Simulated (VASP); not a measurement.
# Ge (P6_3/mmc) in VASP: a series of runs

Aim: see how the results for Ge move with the level of theory and the settings. Levels: r2SCAN, PBEsol, BLYP. Tasks: single point.

Program: VASP 6.6.1. These are calculated values, not measurements. Logs are shortened: lines on timing, memory, paths and dates and some standing lists are left out, and cuts for length are marked.

## (1) The cell of the first run

It takes space group P6_3/mmc (No. 194, hexagonal). Conventional cell: a = 3.998 Å, b = 3.998 Å, c = 6.599 Å, α = 90.00°, β = 90.00°, γ = 120.00°. Ge (site symmetry 3m) has 4 Ge at 2.45 to 2.47 Å within 3.2 Å.

This isn't the form of Ge at room conditions, which is diamond.

## (2) Single point, r2SCAN

POSCAR

```
Ge
1.0
    3.9975858431      0.0000000000      0.0000000000
   -1.9987929216      3.4620108940      0.0000000000
    0.0000000000      0.0000000000      6.5993779500
Ge
4
Direct
    0.3333333333      0.6666666667      0.9370987500
    0.6666666667      0.3333333333      0.4370987500
    0.3333333333      0.6666666667      0.5629012500
    0.6666666667      0.3333333333      0.0629012500
```

INCAR.step1

```
SYSTEM = Ge
ALGO = Normal
EDIFF = 1E-4
ENCUT = 520
GGA = PE
ISMEAR = -1
LASPH = .True.
LCHARG = .False.
LREAL = .False.
LWAVE = .True.
NBANDS = 36
NELM = 80
PREC = Accurate
SIGMA = 0.05
```

INCAR.step2

```
SYSTEM = Ge
ALGO = Normal
EDIFF = 1E-6
ENCUT = 520
ISIF = 2
ISMEAR = -1
ISTART = 1
LASPH = .True.
LCHARG = .False.
LMIXTAU = .True.
LREAL = .False.
LWAVE = .False.
METAGGA = R2SCAN
NBANDS = 36
NELM = 80
PREC = Accurate
SIGMA = 0.05
```

KPOINTS

```
k-points
0
Gamma
  8 8 4
  0 0 0
```

Potentials or basis: VASP PAW PBE potentials, release 64 (Ge_d).

Run with:

```bash
$ cat potpaw_PBE.64/Ge_d/POTCAR > POTCAR
$ cp INCAR.step1 INCAR
$ mpirun -np 1 vasp_std > vasp.out
$ cp INCAR.step2 INCAR
$ mpirun -np 1 vasp_std > vasp.out
```

OUTCAR:

```text
SYSTEM = Ge
   EDIFF = 1E-6
   ENCUT = 520
   ISIF = 2
   ISMEAR = -1
   ISTART = 1
   LASPH = .True.
   LREAL = .False.
   METAGGA = R2SCAN
   NELM = 80
   PREC = Accurate

 ion  position               nearest neighbor table
   1  0.333  0.667  0.937-   4 2.45   4 2.45   4 2.45   3 2.47
   2  0.667  0.333  0.437-   3 2.45   3 2.45   3 2.45   4 2.47
   3  0.333  0.667  0.563-   2 2.45   2 2.45   2 2.45   1 2.47
   4  0.667  0.333  0.063-   1 2.45   1 2.45   1 2.45   2 2.47

  LATTYP: Found a hexagonal cell.
 ALAT       =     3.9975858431
 C/A-ratio  =     1.6508408347

  Lattice vectors:

 A1 = (   3.9975858431,   0.0000000000,   0.0000000000)
 A2 = (  -1.9987929216,   3.4620108940,   0.0000000000)
 A3 = (   0.0000000000,   0.0000000000,   6.5993779500)

Analysis of symmetry for initial positions (statically):
=====================================================================
 Subroutine PRICEL returns:
 Original cell was already a primitive cell.

 Routine SETGRP: Setting up the symmetry group for a
 hexagonal supercell.

 Subroutine GETGRP returns: Found 24 space group operations
 (whereof 12 operations were pure point group operations)
 out of a pool of 24 trial point group operations.

The static configuration has the point symmetry D_3d.
 The point group associated with its full space group is D_6h.

Analysis of symmetry for dynamics (positions and initial velocities):
=====================================================================
 Subroutine PRICEL returns:
 Original cell was already a primitive cell.

 Routine SETGRP: Setting up the symmetry group for a
 hexagonal supercell.

 Subroutine GETGRP returns: Found 24 space group operations
 (whereof 12 operations were pure point group operations)
 out of a pool of 24 trial point group operations.

The dynamic configuration has the point symmetry D_3d.
 The point group associated with its full space group is D_6h.

 Subroutine INISYM returns: Found 24 space group operations
 (whereof 12 operations are pure point group operations),
 and found     1 'primitive' translations

----------------------------------------------------------------------------------------

                                     Primitive cell

  volume of cell :      91.3333

  direct lattice vectors                    reciprocal lattice vectors
     3.997585843  0.000000000  0.000000000     0.250150976  0.144424733  0.000000000
    -1.998792922  3.462010894  0.000000000     0.000000000  0.288849467  0.000000000
     0.000000000  0.000000000  6.599377950     0.000000000  0.000000000  0.151529433

  length of vectors
     3.997585843  3.997585843  6.599377950     0.288849467  0.288849467  0.151529433

  position of ions in fractional coordinates (direct lattice)
     0.333333333  0.666666667  0.937098750
     0.666666667  0.333333333  0.437098750
     0.333333333  0.666666667  0.562901250
     0.666666667  0.333333333  0.062901250

  ion indices of the primitive-cell ions
   primitive index   ion index
                 1           1
                 2           2
                 3           3
                 4           4

----------------------------------------------------------------------------------------

 KPOINTS: k-points

Automatic generation of k-mesh.
 Grid dimensions read from file:
 generate k-points for:    8    8    4

 Generating k-lattice:

  Cartesian coordinates                     Fractional coordinates (reciprocal lattice)
     0.031268872  0.018053092  0.000000000     0.125000000 -0.000000000  0.000000000
     0.000000000  0.036106183  0.000000000     0.000000000  0.125000000  0.000000000
     0.000000000  0.000000000  0.037882358     0.000000000  0.000000000  0.250000000

  Length of vectors
     0.036106183  0.036106183  0.037882358

  Shift w.r.t. Gamma in fractional coordinates (k-lattice)
     0.000000000  0.000000000  0.000000000

 Subroutine IBZKPT returns following result:
 ===========================================

 Found     30 irreducible k-points:

 Following reciprocal coordinates:
            Coordinates               Weight
  0.000000  0.000000  0.000000      1.000000
  0.125000  0.000000  0.000000      6.000000
  0.250000  0.000000  0.000000      6.000000
  0.375000  0.000000  0.000000      6.000000
  0.500000  0.000000  0.000000      3.000000
  0.125000  0.125000  0.000000      6.000000
[... 16 lines left out ...]
  0.250000  0.000000  0.500000      6.000000
  0.375000  0.000000  0.500000      6.000000
 [... further k-points ...]
   k-points           NKPTS =     30   k-points in BZ     NKDIM =     30   number of bands    NBANDS=     36
   number of dos      NEDOS =    301   number of ions     NIONS =      4
   total plane-waves  NPLWV =  45000
   dimension x,y,z NGX =    30 NGY =   30 NGZ =   50
   dimension x,y,z NGXF=    60 NGYF=   60 NGZF=  100
   ions per type =               4
   NGX,Y,Z   is equivalent  to a cutoff of  12.48, 12.48, 12.60 a.u.
   NGXF,Y,Z  is equivalent  to a cutoff of  24.95, 24.95, 25.19 a.u.
 SYSTEM =  Ge
   PREC   = accura    normal or accurate (medium, high low for compatibility)
   ISTART =      1    job   : 0-new  1-cont  2-samecut
   ICHARG =      0    charge: 1-file 2-atom 10-const
   ISPIN  =      1    spin polarized calculation?
   LNONCOLLINEAR =      F non collinear calculations
   LSORBIT =      F    spin-orbit coupling
   LASPH  =      T    aspherical Exc in radial PAW
   ENCUT  =  520.0 eV  38.22 Ry    6.18 a.u.   7.43  7.43 12.27*2*pi/ulx,y,z
   NELM   =     80;   NELMIN=  2; NELMDL=  0     # of ELM steps
   EDIFF  = 0.1E-05   stopping-criterion for ELM
   LREAL  =      F    real-space projection
   EDIFFG = 0.1E-04   stopping-criterion for IOM
   NSW    =      0    number of steps for IOM
   IBRION =     -1    ionic relax: 0-MD 1-quasi-New 2-CG
   NFREE  =      0    steps in history (QN), initial steepest desc. (CG)
   ISIF   =      2    stress and relaxation
   ISYM   =      2    0-nonsym 1-usesym 2-fastsym
   POTIM  = 0.5000    time-step for ionic-motion
   TEBEG  =    0.0;   TEEND  =   0.0 temperature during run
   PSTRESS=    0.0 pullay stress
   NELECT =      56.0000    total number of electrons
   NUPDOWN=      -1.0000    fix difference up-down
   EMIN   =  10.00;   EMAX   =-10.00  energy-range for DOS
   EFERMI =   0.00;   METHOD = LEGACY
   ISMEAR =    -1;   SIGMA  =   0.05  broadening in eV -4-tet -1-fermi 0-gaus
   EFERMI_NEDOS =   21; number of points for ismear=-14 and -15
   IALGO  =     38    algorithm
   IMIX   =      4    mixing-type and parameters
     AMIX     =   0.40;   BMIX     =  1.00
     AMIX_MAG =   1.60;   BMIX_MAG =  1.00
  volume/ion in A,a.u.               =      22.83       154.09
  Fermi-wavevector in a.u.,A,eV,Ry     =   1.390789  2.628209 26.317650  1.934293
  Thomas-Fermi vector in A             =   2.514690
   LORBIT       =      0    0 simple, 1 ext, 2 COOP (PROOUT), +10 PAW based schemes
   METAGGA = R2SCAN    functional components
   LHFCALC =     F    Hartree Fock is set to
   AEXX    =    0.0000 exact exchange contribution
   IVDW    =     0    specifies the selected vdW correction
   LEPSILON=     F    determine dielectric tensor
   LRPA    =     F    only Hartree local field effects (RPA)
 non-spin polarized calculation
  energy-cutoff  :      520.00
  volume of cell :       91.33
 maximum number of plane-waves:      2491
 NGX is ok and might be reduce to    30
   NGX = 15   NGY = 15   NGZ = 25

 number of electron      56.0000054 magnetization

 Free energy of the ion-electron system (eV)
  ---------------------------------------------------
  ext. energy  EPLUGINS =         0.00000000
  ---------------------------------------------------
  free energy    TOTEN  =       -55.41197408 eV

  energy without entropy =      -55.41114903  energy(sigma->0) =      -55.41156155

 E-fermi :   4.9499     XC(G=0): -10.7696

 val. band max:        4.8948370861   @ k =   0.0000   0.0000   0.0000
 cond. band min:       4.9598410772   @ k =   0.0000   0.0000   0.0000
 fundamental gap:      0.0650039911
 Fermi energy:         4.9498639020

 k-point     1 :       0.0000    0.0000    0.0000
  band No.  band energies     occupation
      1     -20.8027      2.00000
      2     -20.8027      2.00000
      3     -20.7634      2.00000
      4     -20.7625      2.00000
      5     -20.7625      2.00000
      6     -20.7501      2.00000
[... 28 lines left out ...]
     35       9.5952      0.00000
     36      11.4756      0.00000

 k-point     2 :       0.1250    0.0000    0.0000
  band No.  band energies     occupation
      1     -20.8120      2.00000
      2     -20.8058      2.00000
      3     -20.7725      2.00000
      4     -20.7678      2.00000
      5     -20.7623      2.00000
      6     -20.7388      2.00000
[... 28 lines left out ...]
     35      10.2973      0.00000
     36      11.3750      0.00000

 k-point     3 :       0.2500    0.0000    0.0000
  band No.  band energies     occupation
      1     -20.8218      2.00000
      2     -20.8102      2.00000
      3     -20.7868      2.00000
      4     -20.7767      2.00000
      5     -20.7578      2.00000
      6     -20.7265      2.00000
[... 28 lines left out ...]
     35      11.6072      0.00000
     36      11.9388      0.00000

 k-point     4 :       0.3750    0.0000    0.0000
  band No.  band energies     occupation
      1     -20.8221      2.00000
      2     -20.8120      2.00000
      3     -20.8003      2.00000
      4     -20.7825      2.00000
      5     -20.7459      2.00000
      6     -20.7199      2.00000
[... 28 lines left out ...]
     35      12.3543      0.00000
     36      12.9430      0.00000

 k-point     5 :       0.5000    0.0000    0.0000
  band No.  band energies     occupation
      1     -20.8172      2.00000
      2     -20.8121      2.00000
      3     -20.8092      2.00000
      4     -20.7843      2.00000
      5     -20.7368      2.00000
      6     -20.7181      2.00000
[... 655 lines left out ...]
 k-point    22 :       0.1250    0.0000    0.5000
  band No.  band energies     occupation
      1     -20.7915      2.00000
      2     -20.7915      2.00000
      3     -20.7899      2.00000
      4     -20.7899      2.00000
      5     -20.7529      2.00000
      6     -20.7529      2.00000
[... 28 lines left out ...]
     35      10.4960      0.00000
     36      10.4960      0.00000

 k-point    23 :       0.2500    0.0000    0.5000
  band No.  band energies     occupation
      1     -20.7968      2.00000
      2     -20.7968      2.00000
      3     -20.7956      2.00000
      4     -20.7956      2.00000
      5     -20.7495      2.00000
      6     -20.7495      2.00000
[... 28 lines left out ...]
     35      10.8877      0.00000
     36      10.8877      0.00000

 k-point    24 :       0.3750    0.0000    0.5000
  band No.  band energies     occupation
      1     -20.7988      2.00000
      2     -20.7988      2.00000
      3     -20.7968      2.00000
      4     -20.7968      2.00000
      5     -20.7442      2.00000
      6     -20.7442      2.00000
[... 28 lines left out ...]
     35      12.7276      0.00000
     36      12.7276      0.00000

 [... further k-points ...]

------------------------ aborting loop because EDIFF is reached ----------------------------------------

  FORCE on cell =-STRESS in cart. coord.  units (eV):
  Direction    XX          YY          ZZ          XY          YZ          ZX
  --------------------------------------------------------------------------------------
  -------------------------------------------------------------------------------------
  Total        0.0074266      0.0074266     -0.0143647     -0.0000000      0.0000000      0.0000000
  in kB        0.1302779      0.1302779     -0.2519873     -0.0000000      0.0000000      0.0000000
  external PRESSURE =       0.0028561 kB  Pullay stress =       0.0000000 kB

 VOLUME and BASIS-vectors are now :
 -----------------------------------------------------------------------------
  energy-cutoff  :      520.00
  volume of cell :       91.33
      direct lattice vectors                 reciprocal lattice vectors
     3.997585843  0.000000000  0.000000000     0.250150976  0.144424733  0.000000000
    -1.998792922  3.462010894  0.000000000     0.000000000  0.288849467  0.000000000
     0.000000000  0.000000000  6.599377950     0.000000000  0.000000000  0.151529433

 POSITION                                       TOTAL-FORCE (eV/Angst)
 -----------------------------------------------------------------------------------
     -0.00000      2.30801      6.18427         0.000000     -0.000000     -0.010760
      1.99879      1.15400      2.88458         0.000000     -0.000000     -0.010760
     -0.00000      2.30801      3.71480        -0.000000      0.000000      0.010760
      1.99879      1.15400      0.41511         0.000000      0.000000      0.010760
 -----------------------------------------------------------------------------------
    total drift:                               -0.000000      0.000000     -0.000000

  FREE ENERGIE OF THE ION-ELECTRON SYSTEM (eV)
  ---------------------------------------------------
  free  energy   TOTEN  =       -55.4119740754 eV

  energy  without entropy=      -55.4111490282  energy(sigma->0) =      -55.41156155
```

Wall time 8.8 min (1 thread of Intel Xeon 8259CL, shared host); peak memory 0.25 GiB.

Results:

- Free energy: -55.4120 eV
- Pressure: 0.0 GPa
- Largest force: 0.011 eV/Å
- Band gap on the k mesh: 0.07 eV

Forces in eV/Å, atoms in the order of the input:
```
Ge   0.000  0.000 -0.011
Ge   0.000  0.000 -0.011
Ge   0.000  0.000  0.011
Ge   0.000  0.000  0.011
```

Levels at points of the mesh, in eV from the valence-band top:
| k point | band 24 | band 25 | band 26 | band 27 | band 28 | band 29 | band 30 | band 31 | band 32 | band 33 |
| --- | --- | --- | --- | --- | --- | --- | --- | --- | --- | --- |
| (0.00, 0.00, 0.00) | -1.68 | -1.68 | -0.29 | 0.00 | 0.00 | 0.07 | 0.24 | 2.30 | 2.30 | 2.81 |
| (0.50, 0.00, 0.00) | -7.09 | -4.87 | -3.34 | -3.02 | -1.65 | 0.63 | 1.82 | 3.72 | 3.84 | 4.47 |
| (0.00, 0.00, 0.50) | -5.05 | -1.02 | -1.02 | -1.02 | -1.02 | 0.85 | 0.85 | 3.46 | 3.46 | 3.46 |
| (0.50, 0.00, 0.50) | -8.26 | -2.77 | -2.77 | -2.65 | -2.65 | 0.63 | 0.63 | 2.27 | 2.27 | 6.36 |

Caveat: the PAW data sets were made with another functional, which shifts forces and pressure a little.

## (3) Single point, PBEsol, non-collinear spin, zero start, spin-orbit coupling

INCAR

```
ALGO     = Normal         # electronic algorithm
EDIFF    = 1E-7           # SCF threshold, eV
ENCUT    = 520            # plane-wave cutoff, eV
GGA      = PS             # functional
GGA_COMPAT= F            
ISIF     = 2              # what is computed and relaxed
ISMEAR   = -1             # smearing method
LASPH    = T              # aspherical terms in the spheres
LCHARG   = F              # write CHGCAR
LNONCOLLINEAR= T              # non-collinear magnetism
LORBIT   = 11             # projections on sites
LORBMOM  = T            
LREAL    = F              # projectors in reciprocal space
LSORBIT  = T              # spin-orbit coupling
LWAVE    = F              # write WAVECAR
MAGMOM   = 0 0 0 0 0 0 0 0 0 0 0 0 # initial moments
NBANDS   = 70             # bands
NELM     = 150            # most SCF steps
PREC     = Accurate       # precision mode
SIGMA    = 0.05           # smearing width, eV
```

KPOINTS

```
k-points
0
Gamma
  8 8 4
```

POSCAR is that of step 2.

Potentials or basis: VASP PAW PBE potentials, release 64 (Ge_d).

Run with:

```bash
$ cat potpaw_PBE.64/Ge_d/POTCAR > POTCAR
$ mpirun -np 1 vasp_ncl > vasp.out
```

Wall time 4.7 min (1 thread of Intel Xeon Platinum 8488C (Sapphire Rapids), shared host); peak memory 0.51 GiB.

The run converged. Its results:

```yaml
Free_energy: -19.7142 eV
Pressure: -0.1 GPa
Net_moment: 0.00 μB per cell
Valence_electrons_inside_the_program's_atomic_spheres: Ge 12.40
```

Stress tensor (GPa, compression positive):
```
 0.00  0.00  0.00
 0.00  0.00  0.00
 0.00  0.00 -0.32
```

Moments on the atoms (μB; x, y, z):
```
Ge  0.00 0.00 0.00
Ge  0.00 0.00 0.00
Ge  0.00 0.00 0.00
Ge  0.00 0.00 0.00
```

Caveat: the PAW data sets were made with another functional, which shifts forces and pressure a little.

[end of part 1 of 2]
